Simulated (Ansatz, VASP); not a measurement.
Au in VASP and in Ansatz

```
Au
1.0
     2.90000    0.00000    0.00000
    -1.45000    2.51147    0.00000
     0.00000    0.00000    4.88000
Au
2
Cartesian
  0.0000 1.6743 3.6600
  1.4500 0.8372 1.2200
```

Alike in both runs: task relaxation of cell and atoms; functional PBEsol; k mesh 18 × 18 × 10; occupations gaussian, width 0.1 eV; no spin polarisation.

```csv
,VASP,Ansatz
version,VASP 6.6.1,Ansatz 0.2.0
potentials or method,"VASP PAW PBE potentials, release 64 (Au), cutoff 600 eV","scalar-relativistic, plane waves, PAW"
valence electrons in the cell,22,38
```

VASP gave:

| Property | Result |
| --- | --- |
| gap on the k mesh at the Fermi level, each at its own relaxed structure (eV) | none |
| relaxed volume (Å³/atom) | 17.01 |
| relaxed length of the cell vector where the two differ most in proportion (Å) | 4.785 |

Problem. Estimate Ansatz's values.

Solution. gap on the k mesh at the Fermi level, each at its own relaxed structure (eV): none; relaxed volume (Å³/atom): 17.03; relaxed length of the cell vector where the two differ most in proportion (Å): 4.791.

VASP's potentials were made for PBE, not for PBEsol. A gap of «none» marks a metal or a gap that the smearing closes. VASP's potentials hold 22 valence electrons a cell and Ansatz's 38, so a difference there can come from the potentials and not from the codes.

Spin-orbit coupling is off throughout.
